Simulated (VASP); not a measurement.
Input of a VASP 6.6.1 run:

The input INCAR:

```
SYSTEM = TaH5
ALGO = Normal ; EDIFF = 1E-6
ENCUT = 520 ; GGA = PE
ISIF = 2 ; ISMEAR = 0
LASPH = .TRUE. ; LCHARG = .FALSE.
LREAL = .FALSE. ; LWAVE = .FALSE.
NBANDS = 17 ; NELM = 80
PREC = Accurate ; SIGMA = 0.1
```

Contents of KPOINTS:

```
k-points
0
G
  6 6 6
  0 0 0
```

POSCAR

```
TaH5
1.0
   -1.8307244577      1.4675915862      5.3373280209
    1.8307244577     -1.4675915862      5.3373280209
    1.8307244577      1.4675915862     -5.3373280209
Ta H
1 5
Direct
    0.0000000000      0.5000000000      0.5000000000
    0.8268300143      0.3268300143      0.5000000000
    0.1731699857      0.6731699857      0.5000000000
    0.0000000000      0.0000000000      0.0000000000
    0.6245953182      0.6245953182      0.0000000000
    0.3754046818      0.3754046818      0.0000000000
```

Potentials or basis: VASP PAW PBE potentials, release 64 (Ta_pv, H).

Command:

```console
$ cat potpaw_PBE.64/Ta_pv/POTCAR potpaw_PBE.64/H/POTCAR > POTCAR
$ mpirun -np 1 vasp_std > vasp.out
```

(1) Predict the band gap on the k mesh.

(2) What does it give for the pressure?

(3) Estimate the largest force.

Results:

(1) zero (bands 8 and 9 overlap by 2.30 eV).

(2) 0.0 GPa.

(3) 0.009 eV/Å.

Caveat: the k points lie up to 0.37 Å⁻¹ apart, too coarse for converged energies and pressures of a metal; spin-orbit coupling is left out, which moves the levels of the heavy elements.
